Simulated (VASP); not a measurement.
Set up this calculation in VASP 6.6.1, as the native input.

```
Task                   : single point
Functional             : PBE
Potentials or basis    : VASP PAW PBE potentials, release 64 (Mg, S)
Cutoff                 : 520 eV
k mesh                 : 2 × 2 × 2
Occupations            : gaussian, width 0.1 eV
Spin                   : no spin polarisation
Dipole correction      : no
Further INCAR settings : ALGO = Normal; EDIFF = 1e-06; NBANDS = 11
```

The structure of MgS lies in POSCAR:

```
MgS
1.0
    0.0000000000      2.6043975556      2.6043975556
    2.6043975556      0.0000000000      2.6043975556
    2.6043975556      2.6043975556      0.0000000000
Mg S
1 1
Direct
   -0.0002816390      0.0006049384     -0.0011824232
    0.5002133784      0.4995414380      0.5008964538
```

The input as run:

INCAR

```
PREC = Accurate
ENCUT = 520
EDIFF = 1E-6
ISMEAR = 0
SIGMA = 0.1
LREAL = F
LASPH = T
NELM = 120
ALGO = Normal
ISIF = 2
LWAVE = F
LCHARG = F
GGA = PE
NBANDS = 11
GGA_COMPAT = F
```

KPOINTS

```
regular mesh
0
Gamma
  2 2 2
```

Potentials or basis: VASP PAW PBE potentials, release 64 (Mg, S).

The run is started by

```console
$ cat potpaw_PBE.64/Mg/POTCAR potpaw_PBE.64/S/POTCAR > POTCAR
$ mpirun -np 1 vasp_std > vasp.out
```

It gave:

- Pressure: 7.5 GPa
- Largest force: 0.014 eV/Å
- Band gap on the k mesh: 2.43 eV, indirect (least direct gap 3.54 eV)

Caveat: the k points lie up to 1.04 Å⁻¹ apart.

Run time: 5.1 s on 1 thread of Intel(R) Xeon(R) Platinum 8559C (Emerald Rapids), with other jobs on the host, peak memory 0.15 GiB.
